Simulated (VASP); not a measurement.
Input of a VASP 6.6.1 run:

Contents of INCAR:

```
ALGO     = Normal         # electronic algorithm
EDIFF    = 1E-7           # SCF threshold, eV
ENCUT    = 520            # plane-wave cutoff, eV
GGA      = PE             # functional
ISIF     = 2              # what is computed and relaxed
ISMEAR   = 0              # smearing method
LASPH    = T              # aspherical terms in the spheres
LCHARG   = T              # write CHGCAR
LELF     = T              # ELF
LREAL    = F              # projectors in reciprocal space
LVHAR    = T            
LWAVE    = F              # write WAVECAR
NBANDS   = 28             # bands
NELM     = 80             # most SCF steps
PREC     = Accurate       # precision mode
SIGMA    = 0.1            # smearing width, eV
```

Contents of KPOINTS:

```
k-points
0
Gamma
  6 6 12
```

POSCAR

```
CsTaAlP3
1.0
    6.9047663252      0.0000000000      0.0000000000
   -3.4523831626      5.9797030448      0.0000000000
    0.0000000000      0.0000000000      3.2455227456
Cs Ta Al P
1 1 1 3
Direct
    0.0000000000      0.0000000000      0.0000000000
    0.6666666667      0.3333333333      0.0000000000
    0.3333333333      0.6666666667      0.0000000000
    0.9940852426      0.4970426213      0.5000000000
    0.5029573787      0.4970426213      0.5000000000
    0.5029573787      0.0059147574      0.5000000000
```

Potentials or basis: VASP PAW PBE potentials, release 64 (Cs_sv, Ta_pv, Al, P).

Launch:

```bash
$ cat potpaw_PBE.64/Cs_sv/POTCAR potpaw_PBE.64/Ta_pv/POTCAR potpaw_PBE.64/Al/POTCAR potpaw_PBE.64/P/POTCAR > POTCAR
$ mpirun -np 1 vasp_std > vasp.out
```

Question: What does it give for the pressure?

Answer: 0.1 GPa.

Question: What does it give for the largest force?

Answer: 0.006 eV/Å.

Question: Predict the band gap on the k mesh.

Answer: Zero (bands 19 and 20 overlap by 0.27 eV).

Forces on the atoms (eV/Å):
```
Cs   0.000  0.000  0.000
Ta   0.000  0.000  0.000
Al   0.000  0.000  0.000
P    0.005  0.003  0.000
P   -0.005  0.003  0.000
P    0.000 -0.006  0.000
```

Caveat: spin-orbit coupling is left out, which moves the levels of the heavy elements.
